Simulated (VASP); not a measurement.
# BP: single point with r2SCAN

BP:

```xyz
2
Lattice="0.0000 2.1839 2.2690 2.1839 0.0000 2.2690 2.1839 2.1839 0.0000" Properties=species:S:1:pos:R:3 pbc="T T T"
B     0.0000    0.0000    0.0000
P     3.2759    3.2759    3.4035
```

This cell differs from its parent crystal: strain -0.0375 x Voigt [1, 1, 0, 0, 0, 0].

```
Program                : VASP 6.6.1
Task                   : single point
Functional             : r2SCAN
Potentials or basis    : VASP PAW PBE potentials, release 64 (B, P)
Cutoff                 : 520 eV
k mesh                 : 10 × 10 × 10
Occupations            : gaussian, width 0.05 eV
Spin                   : no spin polarisation
Dipole correction      : no
Further INCAR settings : ALGO = Normal; EDIFF = 1e-06; NBANDS = 11
```

```yaml
Pressure: 14.1 GPa
Band_gap_on_the_k_mesh: 1.03 eV, indirect (least direct gap 3.56 eV)
```

Stress tensor (GPa, compression positive):
```
18.22  0.00  0.00
 0.00 18.22  0.00
 0.00  0.00  5.81
```

Levels at points of the mesh, in eV from the valence-band top:
| k point | band 1 | band 2 | band 3 | band 4 | band 5 | band 6 | band 7 | band 8 |
| --- | --- | --- | --- | --- | --- | --- | --- | --- |
| (0.00, 0.00, 0.00) | -17.13 | -0.43 | 0.00 | 0.00 | 3.56 | 3.56 | 3.78 | 9.09 |
| (0.50, 0.00, 0.00) | -13.32 | -10.22 | -2.39 | -1.82 | 4.09 | 5.11 | 5.16 | 11.09 |
| (0.50, 0.50, 0.00) | -11.83 | -9.94 | -4.48 | -4.48 | 1.55 | 2.11 | 13.71 | 13.71 |
| (0.50, 0.00, 0.50) | -11.39 | -9.56 | -4.97 | -4.88 | 1.09 | 1.50 | 13.10 | 14.12 |

Wall time 26 s on 1 thread of Intel(R) Xeon(R) 6975P-C (Granite Rapids) (shared host), peak memory 0.15 GiB.

Caveat: the cell differs from its parent crystal (strain -0.0375 x Voigt [1, 1, 0, 0, 0, 0]); the PAW data sets were made with another functional, which shifts forces and pressure a little. A k mesh can miss the band edges.
